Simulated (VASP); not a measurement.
# Bi (Im-3m) in VASP: a series of runs

The runs below take Bi through single point, with BLYP.

All numbers are computed with VASP 6.6.1; they aren't measurements. Logs are shortened: lines on timing, memory, paths and dates and some standing lists are left out, and cuts for length are marked.

## (1) The cell of the first run

It takes space group Im-3m (No. 229, cubic). Conventional cell: a = 4.096 Å, b = 4.096 Å, c = 4.096 Å, α = 90.00°, β = 90.00°, γ = 90.00°. Bi (site symmetry m-3m) has 14 Bi at 3.55 to 4.10 Å within 4.7 Å.

## (2) Single point, BLYP

Input file INCAR:

```
SYSTEM = Bi
PREC = Accurate ; ENCUT = 520
EDIFF = 1E-7 ; ISMEAR = -1
SIGMA = 0.1 ; LREAL = .False.
LASPH = .True. ; NELM = 60
ALGO = Normal ; ISIF = 2
LWAVE = .False. ; LCHARG = .False.
GGA = B5 ; ALDAX = 1.0
AGGAX = 1.0 ; AGGAC = 1.0
ALDAC = 0.0 ; NBANDS = 14
```

Input file KPOINTS:

```
Automatic mesh
0
Gamma
  12 12 12
  0 0 0
```

Input file POSCAR:

```
Bi
1.0
   -2.0479336068      2.0479336068      2.0479336068
    2.0479336068     -2.0479336068      2.0479336068
    2.0479336068      2.0479336068     -2.0479336068
Bi
1
Direct
    0.0000000000      0.0000000000      0.0000000000
```

Potentials or basis: VASP PAW PBE potentials, release 64 (Bi_d).

On the command line:

```bash
$ cat potpaw_PBE.64/Bi_d/POTCAR > POTCAR
$ mpirun -np 1 vasp_std > vasp.out
```

OUTCAR:

```text
SYSTEM = Bi
   PREC = Accurate
   ENCUT = 520
   EDIFF = 1E-7
   ISMEAR = -1
   LREAL = .False.
   LASPH = .True.
   NELM = 60
   ISIF = 2
   GGA = B5

 ion  position               nearest neighbor table
   1  0.000  0.000  0.000-

  LATTYP: Found a body centered cubic cell.
 ALAT       =     4.0958672136

  Lattice vectors:

 A1 = (  -2.0479336068,   2.0479336068,   2.0479336068)
 A2 = (   2.0479336068,  -2.0479336068,   2.0479336068)
 A3 = (   2.0479336068,   2.0479336068,  -2.0479336068)

Analysis of symmetry for initial positions (statically):
=====================================================================
 Subroutine PRICEL returns:
 Original cell was already a primitive cell.

 Routine SETGRP: Setting up the symmetry group for a
 body centered cubic supercell.

 Subroutine GETGRP returns: Found 48 space group operations
 (whereof 48 operations were pure point group operations)
 out of a pool of 48 trial point group operations.

The static configuration has the point symmetry O_h .

Analysis of symmetry for dynamics (positions and initial velocities):
=====================================================================
 Subroutine PRICEL returns:
 Original cell was already a primitive cell.

 Routine SETGRP: Setting up the symmetry group for a
 body centered cubic supercell.

 Subroutine GETGRP returns: Found 48 space group operations
 (whereof 48 operations were pure point group operations)
 out of a pool of 48 trial point group operations.

The dynamic configuration has the point symmetry O_h .

 Subroutine INISYM returns: Found 48 space group operations
 (whereof 48 operations are pure point group operations),
 and found     1 'primitive' translations

----------------------------------------------------------------------------------------

                                     Primitive cell

  volume of cell :      34.3564

  direct lattice vectors                    reciprocal lattice vectors
    -2.047933607  2.047933607  2.047933607     0.000000000  0.244148540  0.244148540
     2.047933607 -2.047933607  2.047933607     0.244148540  0.000000000  0.244148540
     2.047933607  2.047933607 -2.047933607     0.244148540  0.244148540  0.000000000

  length of vectors
     3.547125058  3.547125058  3.547125058     0.345278176  0.345278176  0.345278176

  position of ions in fractional coordinates (direct lattice)
     0.000000000  0.000000000  0.000000000

  ion indices of the primitive-cell ions
   primitive index   ion index
[... 75 lines left out ...]
   EDIFFG = 0.1E-05   stopping-criterion for IOM
   NSW    =      0    number of steps for IOM
   IBRION =     -1    ionic relax: 0-MD 1-quasi-New 2-CG
   NFREE  =      0    steps in history (QN), initial steepest desc. (CG)
   ISIF   =      2    stress and relaxation
   ISYM   =      2    0-nonsym 1-usesym 2-fastsym
   POTIM  = 0.5000    time-step for ionic-motion
   TEBEG  =    0.0;   TEEND  =   0.0 temperature during run
   PSTRESS=    0.0 pullay stress
   NELECT =      15.0000    total number of electrons
   NUPDOWN=      -1.0000    fix difference up-down
   EMIN   =  10.00;   EMAX   =-10.00  energy-range for DOS
   EFERMI =   0.00;   METHOD = LEGACY
   ISMEAR =    -1;   SIGMA  =   0.10  broadening in eV -4-tet -1-fermi 0-gaus
   EFERMI_NEDOS =   21; number of points for ismear=-14 and -15
   IALGO  =     38    algorithm
   IMIX   =      4    mixing-type and parameters
     AMIX     =   0.40;   BMIX     =  1.00
     AMIX_MAG =   1.60;   BMIX_MAG =  1.00
  volume/ion in A,a.u.               =      34.36       231.85
  Fermi-wavevector in a.u.,A,eV,Ry     =   1.241946  2.346938 20.986032  1.542430
  Thomas-Fermi vector in A             =   2.376322
   LORBIT       =      0    0 simple, 1 ext, 2 COOP (PROOUT), +10 PAW based schemes
   GGA     = B5    functional components
   LHFCALC =     F    Hartree Fock is set to
   AEXX    =    0.0000 exact exchange contribution
   IVDW    =     0    specifies the selected vdW correction
   LEPSILON=     F    determine dielectric tensor
   LRPA    =     F    only Hartree local field effects (RPA)
 non-spin polarized calculation
  energy-cutoff  :      520.00
  volume of cell :       34.36
 maximum number of plane-waves:       947
   NGX = 13   NGY = 13   NGZ = 13

 number of electron      15.0000000 magnetization

 Free energy of the ion-electron system (eV)
  ---------------------------------------------------
  ext. energy  EPLUGINS =         0.00000000
  ---------------------------------------------------
  free energy    TOTEN  =        -2.98321525 eV

  energy without entropy =       -2.96038315  energy(sigma->0) =       -2.97179920

 E-fermi :   7.2102     XC(G=0):  -9.2164

 val. band max:        7.1326725438   @ k =   0.2500   0.1667   0.1667
 cond. band min:       7.2464738990   @ k =   0.1667   0.0833   0.0000
 fundamental gap:      0.1138013552
 Fermi energy:         7.2101931727

 k-point     1 :       0.0000    0.0000    0.0000
  band No.  band energies     occupation
      1     -15.6886      2.00000
      2     -15.6886      2.00000
      3     -15.6886      2.00000
      4     -15.5927      2.00000
      5     -15.5927      2.00000
      6      -5.7060      2.00000
      7      11.4775      0.00000
      8      11.4775      0.00000
      9      11.4775      0.00000
     10      15.5693      0.00000
     11      17.9218      0.00000
     12      17.9218      0.00000
     13      17.9218      0.00000
     14      18.3668      0.00000
[... 377 lines left out ...]
      1     -15.7062      2.00000
      2     -15.6583      2.00000
      3     -15.5991      2.00000
      4     -15.5983      2.00000
      5     -15.5479      2.00000
      6      -3.1527      2.00000
      7       3.0614      2.00000
      8       7.3301      0.46342
      9       9.0410      0.00000
     10      14.9751      0.00000
     11      16.3411      0.00000
     12      19.6725      0.00000
     13      20.8730      0.00000
     14      22.7734      0.00000

 [... further k-points ...]
[... 5 lines left out ...]
  --------------------------------------------------------------------------------------
  -------------------------------------------------------------------------------------
  Total       -0.0194367     -0.0194367     -0.0194367     -0.0000000     -0.0000000     -0.0000000
  in kB       -0.9064128     -0.9064128     -0.9064128     -0.0000000     -0.0000000     -0.0000000
  external PRESSURE =      -0.9064128 kB  Pullay stress =       0.0000000 kB

 VOLUME and BASIS-vectors are now :
 -----------------------------------------------------------------------------
  energy-cutoff  :      520.00
  volume of cell :       34.36
      direct lattice vectors                 reciprocal lattice vectors
    -2.047933607  2.047933607  2.047933607     0.000000000  0.244148540  0.244148540
     2.047933607 -2.047933607  2.047933607     0.244148540  0.000000000  0.244148540
     2.047933607  2.047933607 -2.047933607     0.244148540  0.244148540  0.000000000

 POSITION                                       TOTAL-FORCE (eV/Angst)
 -----------------------------------------------------------------------------------
      0.00000      0.00000      0.00000         0.000000     -0.000000     -0.000000
 -----------------------------------------------------------------------------------
    total drift:                               -0.000000     -0.000000      0.000000

  FREE ENERGIE OF THE ION-ELECTRON SYSTEM (eV)
  ---------------------------------------------------
  free  energy   TOTEN  =        -2.9832152538 eV

  energy  without entropy=       -2.9603831515  energy(sigma->0) =       -2.97179920
```

stdout:

```text
POSCAR found type information on POSCAR Bi
 POSCAR found :  1 types and       1 ions
 scaLAPACK will be used
 -----------------------------------------------------------------------------
|                                                                             |
|                                                                             |
|     You enforced a specific xc type in the INCAR file but a different       |
|     I HOPE YOU KNOW WHAT YOU ARE DOING!                                     |
|                                                                             |
 -----------------------------------------------------------------------------

 LDA part: xc-table for (Slater(with rela. corr.)+VWN5), standard interpolation
 POSCAR, INCAR and KPOINTS ok, starting setup
 FFT: planning ... GRIDC
 FFT: planning ... GRID_SOFT
 FFT: planning ... GRID
 WAVECAR not read
 entering main loop
```

Run time: 27 s. Hardware: 1 thread of AMD EPYC 7R43 (Zen 3), shared host; peak memory 0.13 GiB.

Results:

```yaml
Free_energy: -2.9832 eV
Pressure: -0.1 GPa
```

Levels at points of the mesh, in eV from the Fermi level:
| k point | band 3 | band 4 | band 5 | band 6 | band 7 | band 8 | band 9 | band 10 | band 11 | band 12 |
| --- | --- | --- | --- | --- | --- | --- | --- | --- | --- | --- |
| (0.00, 0.00, 0.00) | -22.90 | -22.80 | -22.80 | -12.92 | 4.27 | 4.27 | 4.27 | 8.36 | 10.71 | 10.71 |
| (0.50, 0.00, 0.00) | -22.81 | -22.81 | -22.74 | -10.45 | -4.43 | 1.28 | 3.11 | 5.97 | 7.55 | 12.06 |
| (0.50, 0.50, 0.50) | -22.76 | -22.76 | -22.76 | -8.78 | -1.62 | -1.62 | -1.62 | 3.98 | 3.98 | 15.05 |

Caveat: the PAW data sets were made with another functional, which shifts forces and pressure a little; spin-orbit coupling is left out, which moves the levels of the heavy elements.

## (3) Single point, BLYP (volume scaled by 1.04)

Input file INCAR:

```
SYSTEM = Bi
  AGGAC = 1.0
  AGGAX = 1.0
  ALDAC = 0.0
  ALDAX = 1.0
  ALGO = Normal
  EDIFF = 1E-7
  ENCUT = 520
  GGA = B5
  ISIF = 2
  ISMEAR = -1
  LASPH = .TRUE.
  LCHARG = .FALSE.
  LREAL = .FALSE.
  LWAVE = .FALSE.
  NBANDS = 14
  NELM = 100
  PREC = Accurate
  SIGMA = 0.1
```

Input file KPOINTS:

```
k-points
0
G
  12 12 12
  0 0 0
```

Input file POSCAR:

```
Bi
1.0
   -2.0748831921      2.0748831921      2.0748831921
    2.0748831921     -2.0748831921      2.0748831921
    2.0748831921      2.0748831921     -2.0748831921
Bi
1
Direct
    0.0000000000      0.0000000000      0.0000000000
```

Potentials or basis: VASP PAW PBE potentials, release 64 (Bi_d).

On the command line:

```bash
$ cat potpaw_PBE.64/Bi_d/POTCAR > POTCAR
$ mpirun -np 1 vasp_std > vasp.out
```

Wall time 28 s (1 thread of AMD EPYC 7R43 (Zen 3), shared host); peak memory 0.14 GiB.

The run converged. Its results:

* Free energy: -2.9768 eV
* Pressure: -1.5 GPa

Levels at points of the mesh, in eV from the Fermi level:
| k point | band 5 | band 6 | band 7 | band 8 | band 9 | band 10 |
| --- | --- | --- | --- | --- | --- | --- |
| (0.00, 0.00, 0.00) | -22.78 | -12.68 | 4.03 | 4.03 | 4.03 | 7.94 |
| (0.50, 0.00, 0.00) | -22.73 | -10.40 | -4.22 | 1.22 | 2.99 | 5.87 |
| (0.50, 0.50, 0.50) | -22.74 | -8.87 | -1.54 | -1.54 | -1.54 | 4.03 |

Caveat: the PAW data sets were made with another functional, which shifts forces and pressure a little; spin-orbit coupling is left out, which moves the levels of the heavy elements.

## (4) Single point, BLYP (volume scaled by 1.08)

Input file INCAR:

```
PREC = Accurate
ENCUT = 520
EDIFF = 1E-7
ISMEAR = -1
SIGMA = 0.1
LREAL = False
LASPH = True
NELM = 60
ALGO = Normal
ISIF = 2
LWAVE = False
LCHARG = True
GGA = B5
ALDAX = 1.0
AGGAX = 1.0
AGGAC = 1.0
ALDAC = 0.0
LELF = True
LVHAR = True
NBANDS = 14
```

Input file KPOINTS:

```
Automatic mesh
0
Gamma
  12 12 12
```

Input file POSCAR:

```
Bi
1.0
   -2.1011503248      2.1011503248      2.1011503248
    2.1011503248     -2.1011503248      2.1011503248
    2.1011503248      2.1011503248     -2.1011503248
Bi
1
Direct
    0.0000000000      0.0000000000      0.0000000000
```

On the command line:

```bash
$ cat potpaw_PBE.64/Bi_d/POTCAR > POTCAR
$ mpirun -np 1 vasp_std > vasp.out
```

Run time: 31 s. Hardware: 1 thread of AMD EPYC 7R43 (Zen 3), shared host; peak memory 0.13 GiB.

The run converged. Its results:

```yaml
Free_energy: -2.9595 eV
Pressure: -2.7 GPa
```

Levels at points of the mesh, in eV from the Fermi level:
| k point | band 5 | band 6 | band 7 | band 8 | band 9 | band 10 |
| --- | --- | --- | --- | --- | --- | --- |
| (0.00, 0.00, 0.00) | -22.77 | -12.47 | 3.81 | 3.81 | 3.81 | 7.56 |
| (0.50, 0.00, 0.00) | -22.72 | -10.36 | -4.03 | 1.16 | 2.87 | 5.77 |
| (0.50, 0.50, 0.50) | -22.73 | -8.96 | -1.47 | -1.47 | -1.47 | 4.08 |

Caveat: the PAW data sets were made with another functional, which shifts forces and pressure a little; spin-orbit coupling is left out, which moves the levels of the heavy elements.

## (5) Single point, BLYP (volume scaled by 1.12)

Input file INCAR:

```
PREC = Accurate
ENCUT = 520
EDIFF = 1E-6
ISMEAR = -1
SIGMA = 0.1
LREAL = False
LASPH = True
NELM = 100
ALGO = Normal
ISIF = 2
LWAVE = False
LCHARG = False
GGA = B5
ALDAX = 1.0
AGGAX = 1.0
AGGAC = 1.0
ALDAC = 0.0
NBANDS = 14
```

Input file KPOINTS:

```
regular mesh
0
Gamma
  12 12 12
```

Input file POSCAR:

```
Bi
1.0
   -2.1267766348      2.1267766348      2.1267766348
    2.1267766348     -2.1267766348      2.1267766348
    2.1267766348      2.1267766348     -2.1267766348
Bi
1
Direct
    0.0000000000      0.0000000000      0.0000000000
```

On the command line:

```bash
$ cat potpaw_PBE.64/Bi_d/POTCAR > POTCAR
$ mpirun -np 1 vasp_std > vasp.out
```

It took 35 s on 1 thread of AMD EPYC 7R43 (Zen 3), shared host; peak memory 0.14 GiB.

The run converged. Its results:

```
Free energy : -2.9333 eV
Pressure    : -3.6 GPa
```

Levels at points of the mesh, in eV from the Fermi level:
```tsv
k point	band 4	band 5	band 6	band 7	band 8	band 9	band 10	band 11
(0.00, 0.00, 0.00)	-22.76	-22.76	-12.28	3.61	3.61	3.61	7.21	10.56
(0.50, 0.00, 0.00)	-22.76	-22.71	-10.33	-3.85	1.10	2.76	5.68	7.32
(0.50, 0.50, 0.50)	-22.72	-22.72	-9.04	-1.40	-1.40	-1.40	4.11	4.11
```

Caveat: the PAW data sets were made with another functional, which shifts forces and pressure a little; spin-orbit coupling is left out, which moves the levels of the heavy elements.

## (6) Summary

```tsv
cell	gap on the mesh (eV)	pressure (GPa)
a = 3.547 Å, angles 109.5°, 1 atom	none	-0.1
a = 3.594 Å, angles 109.5°, 1 atom	none	-1.5
a = 3.639 Å, angles 109.5°, 1 atom	none	-2.7
a = 3.684 Å, angles 109.5°, 1 atom	none	-3.6
```

Alike in all rows: task single point; level BLYP; potentials or basis VASP PAW PBE potentials, release 64 (Bi_d); no spin polarisation; k mesh 12 × 12 × 12; cutoff (eV) 520; smearing fermi-dirac 0.1 eV.

Caveats: the PAW data sets were made with another functional, which shifts forces and pressure a little; spin-orbit coupling is left out, which moves the levels of the heavy elements.

Absolute energies hang on the potentials; compare differences alone.
